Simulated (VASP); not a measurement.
Here is a VASP 6.6.1 calculation.

The input INCAR:

```
  ALGO = Normal
  EDIFF = 1E-6
  ENCUT = 520
  GGA = PE
  ISIF = 2
  ISMEAR = -1
  ISPIN = 2
  LASPH = T
  LCHARG = T
  LELF = T
  LMAXMIX = 4
  LORBIT = 11
  LREAL = F
  LVHAR = T
  LWAVE = F
  MAGMOM = 0 0 0 3 3 3
  NBANDS = 46
  NELM = 150
  PREC = Accurate
  SIGMA = 0.05
```

KPOINTS

```
k-points
0
Gamma
  6 6 7
```

File POSCAR:

```
FeGe
1.0
    5.0307000046      0.0000000000      0.0000000000
   -2.5153500023      4.3567140028      0.0000000000
    0.0000000000      0.0000000000      4.1430188420
Ge Fe
3 3
Direct
    0.6666666667      0.3333333333      0.5000000000
    0.3333333333      0.6666666667      0.5000000000
    0.0000000000      0.0000000000      0.0000000000
    0.0000000000      0.5000000000      0.0000000000
    0.5000000000      0.5000000000      0.0000000000
    0.5000000000      0.0000000000      0.0000000000
```

Potentials or basis: VASP PAW PBE potentials, release 64 (Ge_d, Fe).

The run is started by

```sh
$ cat potpaw_PBE.64/Ge_d/POTCAR potpaw_PBE.64/Fe/POTCAR > POTCAR
$ mpirun -np 1 vasp_std > vasp.out
```

Estimate the site moments.

Ge -0.06, -0.09; Fe +1.56 μB.

Estimate the pressure.

-6.3 GPa.

What does it give for the net moment?

4.41 μB per cell.

Stress tensor (GPa, compression positive):
```
-6.15  0.00  0.00
 0.00 -6.15  0.00
 0.00  0.00 -6.45
```
